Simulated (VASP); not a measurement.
Crystal: SrCl2.

```xyz
3
Lattice="0.0466 3.5444 3.5444 3.5444 0.0466 3.5444 3.5444 3.5444 0.0466" Properties=species:S:1:pos:R:3 pbc="T T T"
Sr    0.0000    0.0000    0.0000
Cl    1.7775    1.7775    1.7775
Cl    5.3578    5.3578    5.3578
```

This cell differs from its parent crystal: strain along [111] +2.0%.

Base run:

- Program: VASP 6.6.1
- Functional: PBE
- Potentials or basis: VASP PAW PBE potentials, release 64 (Sr_sv, Cl)
- Cutoff: 520 eV
- k mesh: 6 × 6 × 6
- Occupations: fermi-dirac, width 0.02 eV
- Spin: no spin polarisation

Its results: band gap on the k mesh 5.23 eV (least direct gap 5.52 eV); pressure 0.1 GPa.

Problem. The run is repeated on the same cell with these changes: functional from PBE to r2SCAN; occupations from fermi-dirac, width 0.02 eV to gaussian, width 0.01 eV. What comes out?

Solution. Band gap on the k mesh 5.86 eV (least direct gap 6.00 eV); pressure -0.7 GPa.

Caveats: the structure was generated, so it needn't be the stable form of SrCl2; the PAW data sets were made with another functional, which shifts forces and pressure a little (at least some runs).

A k mesh can miss the band edges.
